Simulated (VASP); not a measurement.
Runs of VASP 6.6.1 on Mg. The structure is that of space group Pm-3m (No. 221), or close to it. The cells are those of the table. 

```tsv
task	cell	k mesh	cutoff (eV)	gap on the mesh (eV)	pressure (GPa)
single point	a = 3.013 Å, 1 atom	12 × 12 × 12	520	none	0.9
single point	a = 2.927 Å, 1 atom	12 × 12 × 12	520	none	(a)
relaxation of cell and atoms	relaxed from a = 2.928 Å, 1 atom	11 × 11 × 11	600	none	0.0
single point	a = 2.971 Å, 1 atom	12 × 12 × 12	520	none	2.1
single point	a = 3.054 Å, 1 atom	12 × 12 × 12	520	none	0.0
single point	a = 3.172 Å, 1 atom	12 × 12 × 12	520	none	(b)
single point	a = 3.054 Å, 1 atom	17 × 17 × 17	520	none	-0.1
single point	a = 3.134 Å, 1 atom	12 × 12 × 12	520	none	-1.5
```

Alike in all rows: level RPBE; potentials or basis VASP PAW PBE potentials, release 64 (Mg); no spin polarisation; smearing fermi-dirac 0.1 eV.

Question: Estimate the missing entries.

Answer: (a) 3.5; (b) -2.0.

Caveats: the PAW data sets were made with another functional, which shifts forces and pressure a little.

A gap of «none» marks levels without a gap at the run's occupations.
